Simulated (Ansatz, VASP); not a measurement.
One calculation of Se, two programs

```
Se
1.0
     4.36620    0.00000    0.00000
    -2.18310    3.78124    0.00000
     0.00000    0.00000    4.90406
Se
3
Direct
  0.77460 0.77460 0.00000
  0.00000 0.22540 0.66667
  0.22540 0.00000 0.33333
```

Alike in both runs: functional PBE; k mesh 6 × 6 × 5; occupations fermi-dirac, width 0.05 eV; no spin polarisation.

|  | VASP | Ansatz |
| --- | --- | --- |
| version | VASP 6.6.1 | Ansatz 0.2.0 |
| potentials or method | VASP PAW PBE potentials, release 64 (Se) | Ansatz PAW |
| plane-wave cutoff (eV) | 520 | 420 |
| valence electrons in the cell | 18 | 48 |
| task | single point | band structure |

```tsv
	VASP	Ansatz	Ansatz less VASP
gap on the k mesh at the Fermi level (eV)	1.29	1.29	+0.001
least direct gap on the mesh (eV)	1.60	1.61	+0.008
pressure (GPa)	3.8	3.6	-0.14
traceless stress, the component that is largest in VASP (GPa)	1.70	1.65	-0.049
rms of the force components (eV/Å)	0.323	0.303	-0.0205
```

Atom by atom the forces differ by 0.020 eV/Å (rms over components). The functional is the same, so the differences come from potentials, cutoffs and numerics. VASP's potentials hold 18 valence electrons a cell and Ansatz's 48, so a difference there can come from the potentials and not from the codes.

Noted on Ansatz's run: the k mesh misses the band edges, so the gap on the mesh is wider than the one along the path.
